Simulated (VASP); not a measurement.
Bi:

```
Bi
1.0
     3.23838    0.00000    0.00000
     0.00000    3.22164    0.00000
    -0.08045    0.00000    6.44389
Bi
2
Direct
  0.54425 0.00000 0.74958
  0.45575 0.00000 0.25042
```

* Program: VASP 6.6.1
* Task: relaxation of cell and atoms
* Functional: PBEsol
* Dispersion: D4
* Potentials or basis: VASP PAW PBE potentials, release 64 (Bi_d)
* Cutoff: 600 eV
* k mesh: 8 × 8 × 4
* Occupations: fermi-dirac, width 0.05 eV
* Spin: no spin polarisation

At the start: pressure -1.9 GPa; volume 33.61 Å³/atom.

Question: How do energy, volume and symmetry change on relaxing?

Answer: Over 22 steps the energy falls by 9.6 meV/atom and the volume is 32.42 Å³/atom (-3.6 %); space group P2/m (No. 10, to 0.1 Å) before and after.

The path:
```
step  energy change (eV)  largest force (eV/Å)  pressure (GPa)  volume (Å³)
   1              0.0000                0.0124           -1.86        67.23
   2             -0.0083                0.0313            1.42        63.51
   3             -0.0143                0.0203            0.00        64.94
   4             -0.0143                0.0206            0.08        64.89
   5             -0.0148                0.0228            0.05        64.92
   6             -0.0150                0.0255            0.02        64.95
   7             -0.0154                0.0242           -0.02        64.99
   8             -0.0167                0.0221           -0.17        65.11
   9             -0.0172                0.0222           -0.45        65.34
  10             -0.0175                0.0200           -0.33        65.24
  11             -0.0179                0.0185           -0.32        65.21
  12             -0.0186                0.0183           -0.27        65.12
  13             -0.0184                0.0199           -0.15        64.93
  14             -0.0187                0.0201           -0.21        65.03
  15             -0.0189                0.0185           -0.15        64.97
  16             -0.0191                0.0170           -0.07        64.88
  17             -0.0191                0.0146            0.09        64.71
  18             -0.0192                0.0152            0.03        64.77
  19             -0.0192                0.0134            0.03        64.78
  20             -0.0192                0.0114           -0.02        64.83
  21             -0.0192                0.0100           -0.02        64.83
  22             -0.0192                0.0100           -0.02        64.83
```

Final structure:
```
Bi
1.0
     3.18970    0.00000   -0.07935
     0.00000    3.20919    0.00000
    -0.23559    0.00000    6.33927
Bi
2
Direct
  0.54955 0.00000 0.74974
  0.45045 0.00000 0.25026
```

Caveat: the PAW data sets were made with another functional, which shifts forces and pressure a little.
